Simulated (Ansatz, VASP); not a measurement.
# One calculation of GaSi2, two programs

```xyz
3
Lattice="3.2265 0.0000 0.0000 -1.6132 2.7942 0.0000 0.0000 0.0000 5.0862" Properties=species:S:1:pos:R:3 pbc="T T T"
Ga    0.0000    0.0000    0.0000
Si    1.6132    0.9314    3.6873
Si    1.6132    0.9314    1.3989
```

Alike in both runs: task relaxation of cell and atoms; functional PBE; k mesh 6 × 6 × 4; occupations gaussian, width 0.1 eV; no spin polarisation.

|  | VASP | Ansatz |
| --- | --- | --- |
| version | VASP 6.6.1 | Ansatz 0.2.0 |
| potentials or method | VASP PAW PBE potentials, release 64 (Ga_d, Si), cutoff 600 eV | scalar-relativistic, plane waves, PAW |
| valence electrons in the cell | 21 | 21 |

```csv
,VASP,Ansatz,Ansatz less VASP
"gap on the k mesh at the Fermi level, each at its own relaxed structure (eV)",none,none,-
relaxed volume (Å³/atom),20.74,20.66,-0.079
relaxed cell length with the largest relative difference (Å),3.769,3.762,-0.0062
```

A gap of «none» marks a metal or a gap that the smearing closes.

The k mesh is coarse, so the values compare programs but aren't converged. Noted on VASP's run: the volume moved by over 15 % at a fixed basis, so the end points are rough.
